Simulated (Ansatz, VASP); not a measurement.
This is a calculation of PbS for Ansatz 0.2.0.

Contents of input.yaml:

```yaml
crystal:
  lattice:
    - [0.0, 3.0239167281, 3.0239167281]
    - [3.0239167281, 0.0, 3.0239167281]
    - [3.0239167281, 3.0239167281, 0.0]
  atoms:
    - { symbol: Pb, position: [0.0, 0.0, 0.0] }
    - { symbol: S, position: [0.5, 0.5, 0.5] }
kpoints:
  mp_grid: { grid: [8, 8, 8] }
scf:
  occupations: { method: fermi_dirac, width: 0.05 }
hamiltonian:
  xc: pbesol
  pseudopotentials: { kind: all_electron, lapw: { basis_error: 0.0005 } }
output:
  forces: true
  stress: true
  eigenvalues: true
```

Potentials or basis: all-electron LAPW, scalar-relativistic.

Run with:

```bash
$ ansatz run input.yaml --threads 1 --pin off --max-ram 3072MiB --backend cpu --events-out ev --progress --plain --runs-dir out
```

Task: Translate it to VASP 6.6.1. Potentials there: VASP PAW PBE potentials, release 64 (Pb_d, S).

Result: As run (the cutoff follows the program's own potentials):

Contents of INCAR:

```
SYSTEM = PbS
ALGO = Normal ; EDIFF = 1E-6
ENCUT = 500 ; GGA = PS
GGA_COMPAT = .FALSE. ; ISIF = 2
ISMEAR = -1 ; LASPH = .TRUE.
LCHARG = .TRUE. ; LELF = .TRUE.
LREAL = .FALSE. ; LVHAR = .TRUE.
LWAVE = .FALSE. ; NBANDS = 17
NELM = 120 ; PREC = Accurate
SIGMA = 0.05
```

File KPOINTS:

```
k-points
0
G
  8 8 8
  0 0 0
```

POSCAR

```
PbS
1.0
    0.0000000000      3.0239167281      3.0239167281
    3.0239167281      0.0000000000      3.0239167281
    3.0239167281      3.0239167281      0.0000000000
Pb S
1 1
Direct
    0.0000000000      0.0000000000      0.0000000000
    0.5000000000      0.5000000000      0.5000000000
```

Potentials or basis: VASP PAW PBE potentials, release 64 (Pb_d, S).

Run with:

```sh
$ cat potpaw_PBE.64/Pb_d/POTCAR potpaw_PBE.64/S/POTCAR > POTCAR
$ mpirun -np 1 vasp_std > vasp.out
```

Both were run:

|  | VASP | Ansatz | Ansatz less VASP |
| --- | --- | --- | --- |
| gap on the k mesh at the Fermi level (eV) | 0.45 | 0.45 | -0.007 |
| least direct gap on the mesh (eV) | 0.45 | 0.45 | -0.007 |
| pressure (GPa) | -3.8 | -3.7 | +0.06 |

VASP's potentials were made for PBE, not for PBEsol. Ansatz ran all-electron here, and VASP with PAW potentials.

Neither program's run includes spin-orbit coupling.
